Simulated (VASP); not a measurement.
WC, 2 atoms in the cell. It takes space group Fm-3m (No. 225, cubic). Conventional cell: a = 4.330 Å, b = 4.330 Å, c = 4.330 Å, α = 90.00°, β = 90.00°, γ = 90.00°. Within 2.9 Å of W (site symmetry m-3m) lie 6 C at 2.16 Å. C (site symmetry m-3m) has 6 W at 2.16 Å within 2.9 Å. 

```yaml
Program: VASP 6.6.1
Task: single point
Functional: PBEsol
Dispersion: D4
Potentials_or_basis: VASP PAW PBE potentials, release 64 (W_sv, C_h)
Cutoff: 910 eV
k_mesh: 10 × 10 × 10
Occupations: fermi-dirac, width 0.05 eV
Spin: no spin polarisation
Dipole_correction: no
Second_run: hard_potentials
Further_INCAR_settings: ALGO = Normal; EDIFF = 1e-06; NBANDS = 16
```

Potentials or basis: VASP PAW PBE potentials, release 64 (W_sv, C_h).

Launch:

```sh
$ cat potpaw_PBE.64/W_sv/POTCAR potpaw_PBE.64/C_h/POTCAR > POTCAR
$ mpirun -np 1 vasp_std > vasp.out
```

Hardware: 1 thread of AMD EPYC 7R13 Processor (Zen 3), with other jobs on the host.

**Question.** How long does it take, and how much memory?

**Answer.** Wall time 21 s on 1 thread of AMD EPYC 7R13 Processor (Zen 3) (shared host), peak memory 0.17 GiB. Counts: scf iterations 12, k points 47.
